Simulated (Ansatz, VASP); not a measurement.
**One calculation of Mn2ZnAs2, two programs**

```
Mn Zn As
1.0
     4.09900    0.00000    0.00000
    -2.04950    3.54984    0.00000
     0.00000    0.00000    6.57200
Mn Zn As
2 1 2
Cartesian
  0.0000 2.3666 2.4280
  2.0495 1.1833 4.1440
  0.0000 0.0000 0.0000
  0.0000 2.3666 5.0468
  2.0495 1.1833 1.5252
```

Alike in both runs: task single point; functional PBE; k mesh 12 × 12 × 6; occupations gaussian, width 0.1 eV; no spin polarisation.

```csv
,VASP,Ansatz
version,VASP 6.6.1,Ansatz 0.2.0
potentials or method,"VASP PAW PBE potentials, release 64 (Mn_pv, Zn, As), cutoff 520 eV","scalar-relativistic, plane waves, PAW"
valence electrons in the cell,48,72
```

|  | VASP | Ansatz | Ansatz less VASP |
| --- | --- | --- | --- |
| gap on the k mesh at the Fermi level (eV) | none | none | - |
| pressure (GPa) | -15.9 | -16.1 | -0.17 |
| traceless stress, the component that is largest in VASP (GPa) | -2.16 | -2.17 | -0.011 |
| rms of the force components (eV/Å) | 0.784 | 0.789 | +0.0048 |

Atom by atom the forces differ by 0.005 eV/Å (rms over components). A gap of «none» marks a metal or a gap that the smearing closes. The functional is the same, so the differences come from potentials, cutoffs and numerics. VASP's potentials hold 48 valence electrons a cell and Ansatz's 72, so a difference there can come from the potentials and not from the codes.
